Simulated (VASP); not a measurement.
A run of VASP 6.6.1 is set up as follows.

The input INCAR:

```
SYSTEM = Ga15H2N16
PREC = Accurate
ENCUT = 520
EDIFF = 1E-6
ISMEAR = 0
SIGMA = 0.01
LREAL = Auto
LASPH = .True.
NELM = 120
ALGO = Normal
ISIF = 2
LWAVE = .False.
LCHARG = .False.
GGA = PE
NELECT = 276.0
NBANDS = 160
GGA_COMPAT = .False.
ISYM = -1
```

File KPOINTS:

```
explicit points
1
Reciprocal
  0.25000000   0.25000000   0.25000000 1
```

Contents of POSCAR:

```
Ga15H2N16
1.0
    6.4372426918      0.0000000000      0.0000000000
   -3.2186213459      5.5748157015      0.0000000000
    0.0000000000      0.0000000000     10.4870679887
Ga N H
15 16 2
Direct
    0.3298279226      0.1609208976      0.2468772812
    0.1652570318      0.3381974039      0.5000469384
    0.3316684453      0.1662849729      0.7475842298
    0.1630498057      0.3348026961      0.9982321332
    0.3310216903      0.6619636889      0.2488618444
    0.1619649868      0.8296163107      0.5006616441
    0.3325831843      0.6670267210      0.7500112958
    0.1622672167      0.8332026536      0.9992101436
    0.8314763903      0.1614418237      0.2462617666
    0.8340813710      0.1654033073      0.7465730076
    0.6618671762      0.3336164654      0.9985951521
    0.8295984895      0.6558123671      0.2506427386
    0.6602619001      0.8255851111      0.5003667335
    0.8349661588      0.6702616788      0.7482557966
    0.6608323633      0.8314901664      0.9982032466
    0.3164186212      0.1617932038      0.4349997431
    0.1639880305      0.3286799390      0.1872959001
    0.3291193863      0.1671398856      0.9392241979
    0.1667165359      0.3344716491      0.6884382314
    0.3303610481      0.6672460975      0.4381087587
    0.1630402232      0.8269858021      0.1885806213
    0.3289375847      0.6669215832      0.9387387393
    0.1670022596      0.8342749745      0.6893141321
    0.8371479344      0.1604389230      0.4352931366
    0.6628950068      0.3262972601      0.1877231373
    0.8280231457      0.1662062785      0.9389432754
    0.6686743486      0.3364936368      0.7035580498
    0.8377495830      0.6815776279      0.4358366725
    0.6650231119      0.8277939960      0.1880417030
    0.8294261170      0.6671503504      0.9391551629
    0.6649199459      0.8332715080      0.6889677395
    0.4913590968      0.2654715229      0.4671467528
    0.7589092573      0.2551848166      0.4687978505
```

Potentials or basis: VASP PAW PBE potentials, release 64 (Ga_d, N, H).

Launch:

```sh
$ cat potpaw_PBE.64/Ga_d/POTCAR potpaw_PBE.64/N/POTCAR potpaw_PBE.64/H/POTCAR > POTCAR
$ mpirun -np 1 vasp_std > vasp.out
```

Task: What does it give for the largest force?

Result: 0.027 eV/Å.

Forces in eV/Å, atoms in the order of the input:
```
Ga  -0.008 -0.001 -0.001
Ga   0.006 -0.014 -0.002
Ga   0.000 -0.001 -0.010
Ga  -0.003  0.006  0.001
Ga  -0.007  0.008  0.001
Ga  -0.008 -0.002 -0.004
Ga  -0.002 -0.001 -0.006
Ga   0.001 -0.002  0.002
Ga   0.002  0.000  0.001
Ga  -0.004  0.005 -0.010
Ga  -0.001  0.003 -0.002
Ga  -0.006 -0.002  0.008
Ga   0.008 -0.006 -0.003
Ga   0.000 -0.005 -0.012
Ga  -0.001  0.000 -0.001
N    0.010  0.014  0.021
N    0.006 -0.001 -0.005
N    0.000  0.000  0.000
N   -0.001 -0.002 -0.002
N    0.004  0.000  0.006
N    0.005 -0.004 -0.005
N    0.001 -0.002 -0.002
N    0.001  0.001 -0.001
N   -0.015  0.007  0.013
N    0.004  0.000  0.005
N    0.002 -0.001  0.000
N    0.001  0.002  0.004
N    0.001  0.001  0.007
N    0.001 -0.002 -0.001
N    0.001  0.000  0.004
N    0.003  0.001  0.001
H   -0.008 -0.005 -0.005
H    0.008  0.001 -0.004
```

Caveat: the cell carries a net charge on a neutralising background, which shifts energy and pressure.
